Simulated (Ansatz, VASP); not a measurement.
**Sn in VASP and in Ansatz**

File INCAR:

```
ALGO = Normal
EDIFF = 1E-8
ENCUT = 520
GGA = PE
ISIF = 2
ISMEAR = -1
LASPH = True
LCHARG = False
LEFG = True
LREAL = False
LWAVE = False
NBANDS = 21
NELM = 80
PREC = Accurate
SIGMA = 0.03
```

File KPOINTS:

```
k-points
0
Gamma
  9 9 9
```

Contents of POSCAR:

```
Sn
1.0
    0.0649120000      3.2780560000      3.2780560000
    3.2780560000      0.0649120000      3.2780560000
    3.2780560000      3.2780560000      0.0649120000
Sn
2
Direct
    0.5000000000      0.5000000000      0.5000000000
    0.7500000000      0.7500000000      0.7500000000
```

Input for Ansatz:

```yaml
crystal:
  lattice:
    - [0.064912, 3.278056, 3.278056]
    - [3.278056, 0.064912, 3.278056]
    - [3.278056, 3.278056, 0.064912]
  atoms:
    - { symbol: Sn, position: [0.5, 0.5, 0.5] }
    - { symbol: Sn, position: [0.75, 0.75, 0.75] }
kpoints:
  mp_grid: { grid: [9, 9, 9] }
scf:
  occupations: { method: fermi_dirac, width: 0.03 }
hamiltonian:
  xc: pbe
  pseudopotentials: { kind: paw }
output:
  forces: true
  stress: true
  eigenvalues: true
  efg: { contact_densities: true }
  write_density: true
  write_potential: true
  elf: true
  volumetric_format: npy
```

Change from the starting cell: equal xy, yz and zx shear strains of +2 %, PAW files.

Alike in both runs: task electric field gradients; functional PBE; k mesh 9 × 9 × 9; occupations fermi-dirac, width 0.03 eV; no spin polarisation.

|  | VASP | Ansatz |
| --- | --- | --- |
| version | VASP 6.6.1 | Ansatz 0.2.0 |
| potentials or method | VASP PAW PBE potentials, release 64 (Sn_d) | PAW with Ansatz's default frozen-core files, scalar-relativistic |
| plane-wave cutoff (eV) | 520 | 420 |
| valence electrons in the cell | 28 | 28 |

Ansatz gave:

```
pressure (GPa)                                                : 3.3
traceless stress, the component that is largest in VASP (GPa) : -1.02
rms of the force components (eV/Å)                            : 0.178
size of Vzz on the site where it differs most (V/Å²)          : 28.8
```

Task: What did VASP give for the same quantities?

Result: Pressure (GPa): 3.2; traceless stress, the component that is largest in VASP (GPa): -1.02; rms of the force components (eV/Å): 0.177; size of Vzz on the site where it differs most (V/Å²): 29.5.

Atom by atom the forces differ by 0.000 eV/Å (rms over components). The functional is the same, so the differences come from potentials, cutoffs and numerics.
